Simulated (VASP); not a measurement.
Input of a VASP 6.6.1 run:

Contents of INCAR:

```
SYSTEM = WC
PREC = Accurate ; ENCUT = 520
EDIFF = 1E-6 ; ISMEAR = 0
SIGMA = 0.15 ; LREAL = .False.
LASPH = .True. ; NELM = 100
ALGO = Normal ; ISIF = 2
LWAVE = .False. ; LCHARG = .False.
GGA = PE ; NBANDS = 16
```

KPOINTS

```
Automatic mesh
0
Gamma
  18 18 16
  0 0 0
```

POSCAR

```
WC
1.0
    2.9005014360      0.0000000000      0.0000000000
   -1.4502507180      2.5119079273      0.0000000000
    0.0000000000      0.0000000000      2.8290000000
W C
1 1
Direct
   -0.0192269353     -0.0140750935      0.0000000000
    0.6666666667      0.3333333333      0.5000000000
```

Potentials or basis: VASP PAW PBE potentials, release 64 (W_sv, C).

Launch:

```sh
$ cat potpaw_PBE.64/W_sv/POTCAR potpaw_PBE.64/C/POTCAR > POTCAR
$ mpirun -np 1 vasp_std > vasp.out
```

(1) What does it give for the largest force?

(2) Predict the band gap on the k mesh.

(3) Predict the pressure.

## Answers

(1) 0.782 eV/Å.

(2) zero (bands 9 and 10 overlap by 1.22 eV).

(3) 10.0 GPa.

Caveat: the cell differs from its parent crystal (all W atoms moved -0.050 Å, as atom 1 along Cartesian [1 1 0]); the cell stands under pressure; spin-orbit coupling is left out, which moves the levels of the heavy elements.
